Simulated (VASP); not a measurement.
# Cu (P6_3/mmc) in VASP: settings compared

Cu is run at these levels: PBE, PBEsol, PBE+U; tasks: single point.

Program: VASP 6.6.1. These are calculated values, not measurements. Logs are shortened: lines on timing, memory, paths and dates and some standing lists are left out, and cuts for length are marked.

### Step 1. The cell of the first run

Symmetry: P6_3/mmc, No. 194, hexagonal system. Conventional cell: a = 2.534 Å, b = 2.534 Å, c = 4.113 Å, α = 90.00°, β = 90.00°, γ = 120.00°. Within 3.3 Å of Cu (site symmetry -6m2) lie 12 Cu at 2.52 to 2.53 Å.

This isn't the form of Cu at room conditions, which is fcc.

### Step 2. Single point, PBE

File INCAR:

```
SYSTEM = Cu
PREC = Accurate
ENCUT = 820
EDIFF = 1E-6
ISMEAR = 1
SIGMA = 0.002
LREAL = .FALSE.
LASPH = .TRUE.
NELM = 120
ALGO = Normal
ISIF = 2
LWAVE = .FALSE.
LCHARG = .FALSE.
GGA = PE
NBANDS = 26
GGA_COMPAT = .FALSE.
```

File KPOINTS:

```
regular mesh
0
G
  6 6 4
  0 0 0
```

File POSCAR:

```
Cu
1.0
    2.5340966698      0.0000000000      0.0000000000
   -1.2670483349      2.1945920917      0.0000000000
    0.0000000000      0.0000000000      4.1125710000
Cu
2
Direct
    0.3333333333      0.6666666667      0.2500000000
    0.6666666667      0.3333333333      0.7500000000
```

Potentials or basis: VASP PAW PBE potentials, release 64 (Cu_sv_GW).

Launch:

```
> cat potpaw_PBE.64/Cu_sv_GW/POTCAR > POTCAR
> mpirun -np 1 vasp_std > vasp.out
```

OUTCAR:

```text
SYSTEM = Cu
   PREC = Accurate
   ENCUT = 820
   EDIFF = 1E-6
   ISMEAR = 1
   LREAL = .FALSE.
   LASPH = .TRUE.
   NELM = 120
   ISIF = 2
   GGA = PE

 ion  position               nearest neighbor table
   1  0.333  0.667  0.250-   2 2.52   2 2.52   2 2.52   2 2.52   2 2.52   2 2.52
   2  0.667  0.333  0.750-   1 2.52   1 2.52   1 2.52   1 2.52   1 2.52   1 2.52

  LATTYP: Found a hexagonal cell.
 ALAT       =     2.5340966698
 C/A-ratio  =     1.6228942838

  Lattice vectors:

 A1 = (   2.5340966698,   0.0000000000,   0.0000000000)
 A2 = (  -1.2670483349,   2.1945920917,   0.0000000000)
 A3 = (   0.0000000000,   0.0000000000,   4.1125710000)

Analysis of symmetry for initial positions (statically):
=====================================================================
 Subroutine PRICEL returns:
 Original cell was already a primitive cell.

 Routine SETGRP: Setting up the symmetry group for a
 hexagonal supercell.

 Subroutine GETGRP returns: Found 24 space group operations
 (whereof 12 operations were pure point group operations)
 out of a pool of 24 trial point group operations.

The static configuration has the point symmetry D_3d.
 The point group associated with its full space group is D_6h.

Analysis of symmetry for dynamics (positions and initial velocities):
=====================================================================
 Subroutine PRICEL returns:
 Original cell was already a primitive cell.

 Routine SETGRP: Setting up the symmetry group for a
 hexagonal supercell.

 Subroutine GETGRP returns: Found 24 space group operations
 (whereof 12 operations were pure point group operations)
 out of a pool of 24 trial point group operations.

The dynamic configuration has the point symmetry D_3d.
 The point group associated with its full space group is D_6h.

 Subroutine INISYM returns: Found 24 space group operations
 (whereof 12 operations are pure point group operations),
 and found     1 'primitive' translations

----------------------------------------------------------------------------------------

                                     Primitive cell

  volume of cell :      22.8713

  direct lattice vectors                    reciprocal lattice vectors
     2.534096670  0.000000000  0.000000000     0.394617937  0.227832772  0.000000000
    -1.267048335  2.194592092  0.000000000     0.000000000  0.455665544  0.000000000
     0.000000000  0.000000000  4.112571000     0.000000000  0.000000000  0.243156896
[... 77 lines left out ...]
   LASPH  =      T    aspherical Exc in radial PAW
   ENCUT  =  820.0 eV  60.27 Ry    7.76 a.u.   5.92  5.92  9.60*2*pi/ulx,y,z
   NELM   =    120;   NELMIN=  2; NELMDL= -5     # of ELM steps
   EDIFF  = 0.1E-05   stopping-criterion for ELM
   LREAL  =      F    real-space projection
   EDIFFG = 0.1E-04   stopping-criterion for IOM
   NSW    =      0    number of steps for IOM
   IBRION =     -1    ionic relax: 0-MD 1-quasi-New 2-CG
   NFREE  =      0    steps in history (QN), initial steepest desc. (CG)
   ISIF   =      2    stress and relaxation
   ISYM   =      2    0-nonsym 1-usesym 2-fastsym
   POTIM  = 0.5000    time-step for ionic-motion
   TEBEG  =    0.0;   TEEND  =   0.0 temperature during run
   PSTRESS=    0.0 pullay stress
   NELECT =      38.0000    total number of electrons
   NUPDOWN=      -1.0000    fix difference up-down
   EMIN   =  10.00;   EMAX   =-10.00  energy-range for DOS
   EFERMI =   0.00;   METHOD = LEGACY
   ISMEAR =     1;   SIGMA  =   0.00  broadening in eV -4-tet -1-fermi 0-gaus
   EFERMI_NEDOS =   21; number of points for ismear=-14 and -15
   IALGO  =     38    algorithm
   IMIX   =      4    mixing-type and parameters
     AMIX     =   0.40;   BMIX     =  1.00
     AMIX_MAG =   1.60;   BMIX_MAG =  1.00
  volume/ion in A,a.u.               =      11.44        77.17
  Fermi-wavevector in a.u.,A,eV,Ry     =   1.938977  3.664134 51.152874  3.759630
  Thomas-Fermi vector in A             =   2.969205
   LORBIT       =      0    0 simple, 1 ext, 2 COOP (PROOUT), +10 PAW based schemes
   GGA     = PE    functional components
   LHFCALC =     F    Hartree Fock is set to
   AEXX    =    0.0000 exact exchange contribution
   IVDW    =     0    specifies the selected vdW correction
   LEPSILON=     F    determine dielectric tensor
   LRPA    =     F    only Hartree local field effects (RPA)
 non-spin polarized calculation
 Methfessel and Paxton  Order N= 1 SIGMA  =   0.00
  energy-cutoff  :      820.00
  volume of cell :       22.87
 maximum number of plane-waves:      1237
 NGX is ok and might be reduce to    24
   NGX = 11   NGY = 11   NGZ = 19

 number of electron      38.0000018 magnetization

 Free energy of the ion-electron system (eV)
  ---------------------------------------------------
  ext. energy  EPLUGINS =         0.00000000
  ---------------------------------------------------
  free energy    TOTEN  =        -7.49105807 eV

  energy without entropy =       -7.49097510  energy(sigma->0) =       -7.49103041

 E-fermi :   7.8614     XC(G=0): -13.5672

 val. band max:        7.8610340746   @ k =   0.3333   0.1667   0.2500
 cond. band min:       7.9775541316   @ k =   0.5000  -0.0000   0.0000
 fundamental gap:      0.1165200570
 Fermi energy:         7.8614368775

 k-point     1 :       0.0000    0.0000    0.0000
  band No.  band energies     occupation
      1    -104.6739      2.00000
      2    -104.6574      2.00000
      3     -62.1081      2.00000
      4     -61.9971      2.00000
      5     -61.9971      2.00000
      6     -61.9832      2.00000
[... 598 lines left out ...]
     25      28.7104      0.00000
     26      29.1497      0.00000

------------------------ aborting loop because EDIFF is reached ----------------------------------------

  FORCE on cell =-STRESS in cart. coord.  units (eV):
  Direction    XX          YY          ZZ          XY          YZ          ZX
  --------------------------------------------------------------------------------------
  -------------------------------------------------------------------------------------
  Total        0.9850588      0.9850588      0.7373278      0.0000000      0.0000000      0.0000000
  in kB       69.0052805     69.0052805     51.6512456      0.0000000      0.0000000      0.0000000
  external PRESSURE =      63.2206022 kB  Pullay stress =       0.0000000 kB

 VOLUME and BASIS-vectors are now :
 -----------------------------------------------------------------------------
  energy-cutoff  :      820.00
  volume of cell :       22.87
      direct lattice vectors                 reciprocal lattice vectors
     2.534096670  0.000000000  0.000000000     0.394617937  0.227832772  0.000000000
    -1.267048335  2.194592092  0.000000000     0.000000000  0.455665544  0.000000000
     0.000000000  0.000000000  4.112571000     0.000000000  0.000000000  0.243156896

 POSITION                                       TOTAL-FORCE (eV/Angst)
 -----------------------------------------------------------------------------------
     -0.00000      1.46306      1.02814        -0.000000      0.000000      0.000000
      1.26705      0.73153      3.08443         0.000000     -0.000000      0.000000
 -----------------------------------------------------------------------------------
    total drift:                               -0.000001      0.000000     -0.000000

  FREE ENERGIE OF THE ION-ELECTRON SYSTEM (eV)
  ---------------------------------------------------
  free  energy   TOTEN  =        -7.4910580659 eV

  energy  without entropy=       -7.4909750973  energy(sigma->0) =       -7.49103041
```

OSZICAR:

```text
N       E                     dE             d eps       ncg     rms          rms(c)
DAV:   1     0.861768271349E+03    0.86177E+03   -0.32248E+04  1620   0.681E+03
DAV:   2     0.745527664289E+02   -0.78722E+03   -0.76131E+03  1780   0.146E+03
DAV:   3    -0.613523667602E+01   -0.80688E+02   -0.79156E+02  1998   0.588E+02
DAV:   4    -0.904368153716E+01   -0.29084E+01   -0.29024E+01  1896   0.102E+02
DAV:   5    -0.917990863614E+01   -0.13623E+00   -0.13620E+00  1890   0.185E+01    0.119E+01
DAV:   6    -0.862661163950E+01    0.55330E+00   -0.15412E+01  1576   0.238E+02    0.772E+00
DAV:   7    -0.751983205284E+01    0.11068E+01   -0.48330E+00  1606   0.134E+02    0.250E+00
DAV:   8    -0.749228332509E+01    0.27549E-01   -0.76483E-02  2024   0.684E+00    0.380E-01
DAV:   9    -0.749133795317E+01    0.94537E-03   -0.10587E-02  1848   0.567E+00    0.151E-01
DAV:  10    -0.749105747533E+01    0.28048E-03   -0.70323E-04  1964   0.143E+00    0.160E-02
DAV:  11    -0.749105839019E+01   -0.91486E-06   -0.13574E-05  1624   0.663E-02    0.627E-03
DAV:  12    -0.749105806594E+01    0.32425E-06   -0.30697E-07   822   0.346E-02
   1 F= -.74910581E+01 E0= -.74910304E+01  d E =-.829687E-04
```

stdout:

```text
POSCAR found type information on POSCAR Cu
 POSCAR found :  1 types and       2 ions
 scaLAPACK will be used
 LDA part: xc-table for (Slater+PW92), standard interpolation
 POSCAR, INCAR and KPOINTS ok, starting setup
 FFT: planning ... GRIDC
 FFT: planning ... GRID_SOFT
 FFT: planning ... GRID
 WAVECAR not read
 entering main loop
```

Wall time 45 s (1 thread of AMD EPYC 7R13 (Zen 3), shared host); peak memory 0.15 GiB.

What came out:

* Free energy: -7.4911 eV
* Pressure: 6.3 GPa
* Band gap on the k mesh: zero (bands 19 and 20 overlap by 6.03 eV)

Levels at points of the mesh, in eV from the Fermi level:
```
           k point  band 15  band 16  band 17  band 18  band 19  band 20  band 21  band 22  band 23  band 24
(0.00, 0.00, 0.00)    -2.69    -2.41    -2.41    -1.60    -1.60    -0.97     4.13    21.65    22.18    22.18
(0.50, 0.00, 0.00)    -2.65    -1.51    -1.44    -1.40     0.12     1.72     8.03     8.45    11.03    11.44
(0.00, 0.00, 0.50)    -2.96    -2.96    -1.83    -1.83    -1.83    -1.83    12.98    12.98    22.36    22.36
(0.50, 0.00, 0.50)    -1.80    -1.80    -1.44    -1.44     0.54     0.54     5.11     5.11    16.45    16.45
```

Caveat: the k points lie up to 0.48 Å⁻¹ apart, too coarse for converged energies and pressures of a metal.

### Step 3. Single point, PBEsol

File INCAR:

```
SYSTEM = Cu
PREC = Accurate
ENCUT = 820
EDIFF = 1E-6
ISMEAR = 0
SIGMA = 0.1
LREAL = .False.
LASPH = .True.
NELM = 120
ALGO = Normal
ISIF = 2
LWAVE = .False.
LCHARG = .False.
GGA = PS
NBANDS = 26
GGA_COMPAT = .False.
```

File KPOINTS:

```
regular mesh
0
Gamma
  3 3 2
  0 0 0
```

POSCAR is that of step 2.

Potentials or basis: VASP PAW PBE potentials, release 64 (Cu_sv_GW).

Launch:

```
> cat potpaw_PBE.64/Cu_sv_GW/POTCAR > POTCAR
> mpirun -np 1 vasp_std > vasp.out
```

OUTCAR:

```text
SYSTEM = Cu
   PREC = Accurate
   ENCUT = 820
   EDIFF = 1E-6
   ISMEAR = 0
   LREAL = .False.
   LASPH = .True.
   NELM = 120
   ISIF = 2
   GGA = PS

 ion  position               nearest neighbor table
   1  0.333  0.667  0.250-   2 2.52   2 2.52   2 2.52   2 2.52   2 2.52   2 2.52
   2  0.667  0.333  0.750-   1 2.52   1 2.52   1 2.52   1 2.52   1 2.52   1 2.52

  LATTYP: Found a hexagonal cell.
 ALAT       =     2.5340966698
 C/A-ratio  =     1.6228942838

  Lattice vectors:

[... 344 lines left out ...]

  FORCE on cell =-STRESS in cart. coord.  units (eV):
  Direction    XX          YY          ZZ          XY          YZ          ZX
  --------------------------------------------------------------------------------------
  -------------------------------------------------------------------------------------
  Total       -0.7065902     -0.7065902     -0.2176878      0.0000000      0.0000000      0.0000000
  in kB      -49.4980136    -49.4980136    -15.2494527      0.0000000      0.0000000      0.0000000
  external PRESSURE =     -38.0818266 kB  Pullay stress =       0.0000000 kB

 VOLUME and BASIS-vectors are now :
 -----------------------------------------------------------------------------
  energy-cutoff  :      820.00
  volume of cell :       22.87
      direct lattice vectors                 reciprocal lattice vectors
     2.534096670  0.000000000  0.000000000     0.394617937  0.227832772  0.000000000
    -1.267048335  2.194592092  0.000000000     0.000000000  0.455665544  0.000000000
     0.000000000  0.000000000  4.112571000     0.000000000  0.000000000  0.243156896

 POSITION                                       TOTAL-FORCE (eV/Angst)
 -----------------------------------------------------------------------------------
     -0.00000      1.46306      1.02814         0.000000      0.000000      0.000000
      1.26705      0.73153      3.08443        -0.000000     -0.000000      0.000000
 -----------------------------------------------------------------------------------
    total drift:                               -0.000001      0.000000     -0.000000

  FREE ENERGIE OF THE ION-ELECTRON SYSTEM (eV)
  ---------------------------------------------------
  free  energy   TOTEN  =        -9.0001300168 eV

  energy  without entropy=       -8.9643467587  energy(sigma->0) =       -8.98223839
```

Wall time 8.6 s (1 thread of Intel Xeon Platinum 8488C (Sapphire Rapids), shared host); peak memory 0.16 GiB.

What came out:

| Property | Result |
| --- | --- |
| Free energy | -9.0001 eV |
| Pressure | -3.8 GPa |
| Band gap on the k mesh | zero (bands 19 and 20 overlap by 6.05 eV) |

Stress tensor (GPa, compression positive):
```
-4.95  0.00  0.00
 0.00 -4.95  0.00
 0.00  0.00 -1.52
```

Caveat: the k points lie up to 0.95 Å⁻¹ apart, too coarse for converged energies and pressures of a metal; the PAW data sets were made with another functional, which shifts forces and pressure a little.

### Step 4. Single point, PBE+U

File INCAR:

```
ALGO = Normal ; EDIFF = 1E-6
ENCUT = 820 ; GGA = PE
GGA_COMPAT = False ; ISIF = 2
ISMEAR = 0 ; LASPH = True
LCHARG = False ; LDAU = True
LDAUJ = 0 ; LDAUL = 2
LDAUPRINT = 1 ; LDAUTYPE = 2
LDAUU = 7.8 ; LMAXMIX = 4
LREAL = False ; LWAVE = False
NBANDS = 26 ; NELM = 200
PREC = Accurate ; SIGMA = 0.1
```

File KPOINTS:

```
k-points
0
Gamma
  5 5 3
```

POSCAR is that of step 3.

Launch:

```
> cat potpaw_PBE.64/Cu_sv_GW/POTCAR > POTCAR
> mpirun -np 1 vasp_std > vasp.out
```

It took 7 s on 1 thread of Intel Xeon 6975P-C (Granite Rapids), shared host; peak memory 0.17 GiB.

It converged, with:

```yaml
Free_energy: -0.9421 eV
Pressure: 5.8 GPa
Band_gap_on_the_k_mesh: zero (bands 19 and 20 overlap by 5.17 eV)
```

Stress tensor (GPa, compression positive):
```
4.22 0.00 0.00
0.00 4.22 0.00
0.00 0.00 9.04
```

Levels at points of the mesh, in eV from the Fermi level:
| k point | band 15 | band 16 | band 17 | band 18 | band 19 | band 20 | band 21 | band 22 | band 23 | band 24 |
| --- | --- | --- | --- | --- | --- | --- | --- | --- | --- | --- |
| (0.00, 0.00, 0.00) | -4.70 | -4.46 | -4.46 | -3.65 | -3.65 | -1.11 | 3.47 | 21.29 | 21.97 | 21.97 |

Eigenvalues of the final occupation matrices:
```csv
site,spin,trace,eigenvalues
site 1 d,1,4.58,0.91 0.91 0.91 0.92 0.92
site 1 d,2,4.58,0.91 0.91 0.91 0.92 0.92
site 2 d,1,4.58,0.91 0.91 0.91 0.92 0.92
site 2 d,2,4.58,0.91 0.91 0.91 0.92 0.92
```

Caveat: the k points lie up to 0.57 Å⁻¹ apart, too coarse for converged energies and pressures of a metal; U without spin polarisation on a metal has little footing; the U is typed as a test and isn't derived for this compound.

### Step 5. The runs side by side

```csv
level,U,k mesh,smearing,gap on the mesh (eV),pressure (GPa)
PBE,-,6 × 6 × 4,methfessel-paxton 0.002 eV,none,6.3
PBEsol,-,3 × 3 × 2,gaussian 0.1 eV,none,-3.8
PBE+U,Cu d U = 7.8 eV,5 × 5 × 3,gaussian 0.1 eV,none,5.8
```

Alike in all rows: task single point; potentials or basis VASP PAW PBE potentials, release 64 (Cu_sv_GW); no spin polarisation; cell as given; cutoff (eV) 820.

Caveats: all runs use coarse meshes; the PAW data sets were made with another functional, which shifts forces and pressure a little (at least some runs); U without spin polarisation on a metal has little footing (at least some runs); the U is typed as a test and isn't derived for this compound (at least some runs).

Total energies depend on the potentials used, so only differences within one code and one set of settings carry meaning.

The gap in the log of VASP goes by the Fermi energy; the results here count the filled bands.